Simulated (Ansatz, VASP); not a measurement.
One calculation of NbVS3, two programs

```
CELL_PARAMETERS angstrom
4.53761 0.00000 0.00000
0.00000 4.53761 0.00000
0.00000 0.00000 4.53761
ATOMIC_POSITIONS crystal
Nb 0.00000 0.00000 0.00000
V 0.50000 0.50000 0.50000
S 0.00000 0.50000 0.50000
S 0.50000 0.00000 0.50000
S 0.50000 0.50000 0.00000
```

Alike in both runs: functional PBE; k mesh 4 × 4 × 4; occupations gaussian, width 0.1 eV; collinear spin.

Ansatz relaxed the structure, and its values are those at the end. VASP's run is a single point on that final structure, the one shown.

|  | VASP | Ansatz |
| --- | --- | --- |
| version | VASP 6.6.1 | Ansatz 0.2.0 |
| potentials or method | VASP PAW PBE potentials, release 64 (Nb_sv, V_sv, S), cutoff 520 eV | scalar-relativistic, plane waves, PAW |
| valence electrons in the cell | 44 | 44 |

```tsv
	VASP	Ansatz	Ansatz less VASP
gap on the k mesh at the Fermi level (eV)	none	none	-
pressure (GPa)	-3.0	0.0	+3.04
net moment per atom (μB)	0.22	0.72	+0.501
size of the moment on the site where the two differ most (μB)	0.08	2.27	+2.192
```

The net moments are unlike, so the other rows may belong to different states. Site moments also hang on the region over which each program counts them. A gap of «none» marks a metal or a gap that the smearing closes.
